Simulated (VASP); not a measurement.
# Si (Fddd) in VASP: a series of runs, part 2 of 2

VASP 6.6.1.

**3. Single point, LDA (strain +0.0250 x Voigt [0, 0, 0, 0, 0, 1])**

Contents of INCAR:

```
PREC = Accurate ; ENCUT = 520
EDIFF = 1E-7 ; ISMEAR = 0
SIGMA = 0.15 ; LREAL = F
LASPH = T ; NELM = 60
ALGO = Normal ; ISIF = 2
LWAVE = F ; LCHARG = T
LELF = T ; LVHAR = T
NBANDS = 11
```

Contents of KPOINTS:

```
regular mesh
0
Gamma
  26 26 26
```

Contents of POSCAR:

```
Si
1.0
   -2.3526352631      2.3526352631      1.3052992317
    2.3526352631     -2.3526352631      1.3052992317
    2.4121956495      2.4121956495     -1.3052992317
Si
2
Direct
    0.2500000000      0.7500000000      0.5000000000
    0.5000000000      0.5000000000      0.0000000000
```

Potentials or basis: VASP PAW LDA potentials, release 64 (Si).

Command:

```bash
cat potpaw_LDA.64/Si/POTCAR > POTCAR
mpirun -np 1 vasp_std > vasp.out
```

OUTCAR:

```text
PREC = Accurate
   ENCUT = 520
   EDIFF = 1E-7
   ISMEAR = 0
   LREAL = F
   LASPH = T
   NELM = 60
   ISIF = 2

 ion  position               nearest neighbor table
   1  0.250  0.750  0.500-   2 2.47   2 2.47   2 2.47   2 2.47   2 3.08   2 3.08   2 3.08   2 3.08

   2  0.500  0.500  0.000-   1 2.47   1 2.47   1 2.47   1 2.47   1 3.08   1 3.08   1 3.08   1 3.08

  LATTYP: Found a face centered orthorhombic cell.
 ALAT       =     2.6105984634
 B/A-ratio  =     2.5489394428
 C/A-ratio  =     2.6134695553

  Lattice vectors:

 A1 = (   4.7648309126,   0.0595603864,   0.0000000000)
 A2 = (   2.4121956495,   2.4121956495,   1.3052992317)
 A3 = (   2.3526352631,  -2.3526352631,   1.3052992317)

Analysis of symmetry for initial positions (statically):
=====================================================================
 Subroutine PRICEL returns:
 Original cell was already a primitive cell.

 Routine SETGRP: Setting up the symmetry group for a
 face centered orthorhombic supercell.

 Subroutine GETGRP returns: Found  8 space group operations
 (whereof  4 operations were pure point group operations)
 out of a pool of  8 trial point group operations.

The static configuration has the point symmetry D_2 .
 The point group associated with its full space group is D_2h.

Analysis of symmetry for dynamics (positions and initial velocities):
=====================================================================
 Subroutine PRICEL returns:
 Original cell was already a primitive cell.

 Routine SETGRP: Setting up the symmetry group for a
 face centered orthorhombic supercell.

 Subroutine GETGRP returns: Found  8 space group operations
 (whereof  4 operations were pure point group operations)
 out of a pool of  8 trial point group operations.

The dynamic configuration has the point symmetry D_2 .
 The point group associated with its full space group is D_2h.

 Subroutine INISYM returns: Found  8 space group operations
 (whereof  4 operations are pure point group operations),
 and found     1 'primitive' translations

----------------------------------------------------------------------------------------

                                     Primitive cell

  volume of cell :      29.6304

  direct lattice vectors                    reciprocal lattice vectors
    -2.352635263  2.352635263  1.305299232    -0.002623798  0.209903833  0.383053930
     2.352635263 -2.352635263  1.305299232     0.209903833 -0.002623798  0.383053930
     2.412195650  2.412195650 -1.305299232     0.207280036  0.207280036  0.000000000

  length of vectors
     3.574016151  3.574016151  3.652558252     0.436802949  0.436802949  0.293138237

  position of ions in fractional coordinates (direct lattice)
     0.250000000  0.750000000  0.500000000
     0.500000000  0.500000000  0.000000000

  ion indices of the primitive-cell ions
   primitive index   ion index
                 1           1
                 2           2

----------------------------------------------------------------------------------------

 KPOINTS: regular mesh

Automatic generation of k-mesh.
 Grid dimensions read from file:
 generate k-points for:   26   26   26

 Generating k-lattice:

  Cartesian coordinates                     Fractional coordinates (reciprocal lattice)
    -0.000100915  0.008073224  0.014732843     0.038461538  0.000000000  0.000000000
     0.008073224 -0.000100915  0.014732843     0.000000000  0.038461538  0.000000000
     0.007972309  0.007972309  0.000000000     0.000000000  0.000000000  0.038461538

  Length of vectors
     0.016800113  0.016800113  0.011274548

  Shift w.r.t. Gamma in fractional coordinates (k-lattice)
     0.000000000  0.000000000  0.000000000

 Subroutine IBZKPT returns following result:
 ===========================================

 Found   2471 irreducible k-points:

 Following reciprocal coordinates:
            Coordinates               Weight
  0.000000  0.000000  0.000000      1.000000
  0.038462  0.000000 -0.000000      8.000000
  0.076923  0.000000 -0.000000      8.000000
  0.115385  0.000000  0.000000      8.000000
  0.153846  0.000000 -0.000000      8.000000
  0.192308  0.000000  0.000000      8.000000
[... 16 lines left out ...]
  0.346154  0.038462  0.000000      8.000000
  0.384615  0.038462 -0.000000      8.000000
 [... further k-points ...]
   k-points           NKPTS =   2471   k-points in BZ     NKDIM =   2471   number of bands    NBANDS=     11
   number of dos      NEDOS =    301   number of ions     NIONS =      2
   total plane-waves  NPLWV =  21952
   dimension x,y,z NGX =    28 NGY =   28 NGZ =   28
   dimension x,y,z NGXF=    56 NGYF=   56 NGZF=   56
   ions per type =               2
   NGX,Y,Z   is equivalent  to a cutoff of  13.02, 13.02, 12.74 a.u.
   NGXF,Y,Z  is equivalent  to a cutoff of  26.05, 26.05, 25.49 a.u.
 SYSTEM =  unknown system
   PREC   = accura    normal or accurate (medium, high low for compatibility)
   ISTART =      0    job   : 0-new  1-cont  2-samecut
   ICHARG =      2    charge: 1-file 2-atom 10-const
   ISPIN  =      1    spin polarized calculation?
   LNONCOLLINEAR =      F non collinear calculations
   LSORBIT =      F    spin-orbit coupling
   LASPH  =      T    aspherical Exc in radial PAW
   ENCUT  =  520.0 eV  38.22 Ry    6.18 a.u.   6.65  6.65  6.79*2*pi/ulx,y,z
   NELM   =     60;   NELMIN=  2; NELMDL= -5     # of ELM steps
   EDIFF  = 0.1E-06   stopping-criterion for ELM
   LREAL  =      F    real-space projection
   EDIFFG = 0.1E-05   stopping-criterion for IOM
   NSW    =      0    number of steps for IOM
   IBRION =     -1    ionic relax: 0-MD 1-quasi-New 2-CG
   NFREE  =      0    steps in history (QN), initial steepest desc. (CG)
   ISIF   =      2    stress and relaxation
   ISYM   =      2    0-nonsym 1-usesym 2-fastsym
   POTIM  = 0.5000    time-step for ionic-motion
   TEBEG  =    0.0;   TEEND  =   0.0 temperature during run
   PSTRESS=    0.0 pullay stress
   NELECT =       8.0000    total number of electrons
   NUPDOWN=      -1.0000    fix difference up-down
   EMIN   =  10.00;   EMAX   =-10.00  energy-range for DOS
   EFERMI =   0.00;   METHOD = LEGACY
   ISMEAR =     0;   SIGMA  =   0.15  broadening in eV -4-tet -1-fermi 0-gaus
   EFERMI_NEDOS =   21; number of points for ismear=-14 and -15
   IALGO  =     38    algorithm
   IMIX   =      4    mixing-type and parameters
     AMIX     =   0.40;   BMIX     =  1.00
     AMIX_MAG =   1.60;   BMIX_MAG =  1.00
  volume/ion in A,a.u.               =      14.82        99.98
  Fermi-wavevector in a.u.,A,eV,Ry     =   1.058098  1.999515 15.232684  1.119571
  Thomas-Fermi vector in A             =   2.193395
   LORBIT       =      0    0 simple, 1 ext, 2 COOP (PROOUT), +10 PAW based schemes
   GGA     = CA    functional components
   LHFCALC =     F    Hartree Fock is set to
   AEXX    =    0.0000 exact exchange contribution
   IVDW    =     0    specifies the selected vdW correction
   LEPSILON=     F    determine dielectric tensor
   LRPA    =     F    only Hartree local field effects (RPA)
 non-spin polarized calculation
 Gauss-broadening in eV      SIGMA  =   0.15
  energy-cutoff  :      520.00
  volume of cell :       29.63
 maximum number of plane-waves:       818
   NGX = 13   NGY = 13   NGZ = 13

 number of electron       8.0000000 magnetization

 Free energy of the ion-electron system (eV)
  ---------------------------------------------------
  ext. energy  EPLUGINS =         0.00000000
  ---------------------------------------------------
  free energy    TOTEN  =       -11.50194071 eV

  energy without entropy =      -11.49415480  energy(sigma->0) =      -11.49804776

 E-fermi :   9.4627     XC(G=0): -11.1026

 val. band max:        9.4626071885   @ k =  -0.0769   0.4231   0.1923
 cond. band min:       9.4661786799   @ k =   0.0769   0.0769   0.3462
 fundamental gap:      0.0035714914
 Fermi energy:         9.4627252463

 k-point     1 :       0.0000    0.0000    0.0000
  band No.  band energies     occupation
      1      -4.4648      2.00000
      2       6.6423      2.00000
      3       7.1760      2.00000
      4       7.3609      2.00000
      5      10.9780      0.00000
      6      17.1613      0.00000
      7      18.3533      0.00000
      8      18.5046      0.00000
      9      19.0392      0.00000
     10      19.6839      0.00000
     11      20.2602      0.00000
[... 309 lines left out ...]
 k-point    24 :       0.3846    0.0385   -0.0000
  band No.  band energies     occupation
      1       0.1730      2.00000
      2       4.6977      2.00000
      3       6.7201      2.00000
      4       7.8518      2.00000
      5       8.7732      2.00000
      6      11.0709      0.00000
      7      13.9260      0.00000
      8      15.1989      0.00000
      9      16.6606      0.00000
     10      18.7692      0.00000
     11      22.6822      0.00000

 [... further k-points ...]
[... 5 lines left out ...]
  --------------------------------------------------------------------------------------
  -------------------------------------------------------------------------------------
  Total       -0.0187172     -0.0187172      0.0498586     -0.3817349      0.0000000      0.0000000
  in kB       -1.0120806     -1.0120806      2.6959624    -20.6412155      0.0000000      0.0000000
  external PRESSURE =       0.2239337 kB  Pullay stress =       0.0000000 kB

 VOLUME and BASIS-vectors are now :
 -----------------------------------------------------------------------------
  energy-cutoff  :      520.00
  volume of cell :       29.63
      direct lattice vectors                 reciprocal lattice vectors
    -2.352635263  2.352635263  1.305299232    -0.002623798  0.209903833  0.383053930
     2.352635263 -2.352635263  1.305299232     0.209903833 -0.002623798  0.383053930
     2.412195650  2.412195650 -1.305299232     0.207280036  0.207280036  0.000000000

 POSITION                                       TOTAL-FORCE (eV/Angst)
 -----------------------------------------------------------------------------------
      2.38242      0.02978      0.65265         0.000000     -0.000000      0.000000
      0.00000      0.00000      1.30530        -0.000000      0.000000     -0.000000
 -----------------------------------------------------------------------------------
    total drift:                                0.000000      0.000000      0.000000

  FREE ENERGIE OF THE ION-ELECTRON SYSTEM (eV)
  ---------------------------------------------------
  free  energy   TOTEN  =       -11.5019407124 eV

  energy  without entropy=      -11.4941548024  energy(sigma->0) =      -11.49804776
```

stdout:

```text
POSCAR found type information on POSCAR Si
 POSCAR found :  1 types and       2 ions
 scaLAPACK will be used
 LDA part: xc-table for (Slater(with rela. corr.)+CA(PZ))
 , standard interpolation
 POSCAR, INCAR and KPOINTS ok, starting setup
 FFT: planning ... GRIDC
 FFT: planning ... GRID_SOFT
 FFT: planning ... GRID
 WAVECAR not read
 entering main loop
```

Run time: 9.3 min. Hardware: 1 thread of Oxide Virtual Turin-like, shared host; peak memory 0.63 GiB.

What came out:

```
Free energy            : -11.5019 eV
Pressure               : 0.0 GPa
Band gap on the k mesh : zero (band 4 reaches 11.73 eV, above the bottom of band 5 at 5.10 eV)
```

Caveat: the cell differs from its parent crystal (strain +0.0250 x Voigt [0, 0, 0, 0, 0, 1]).
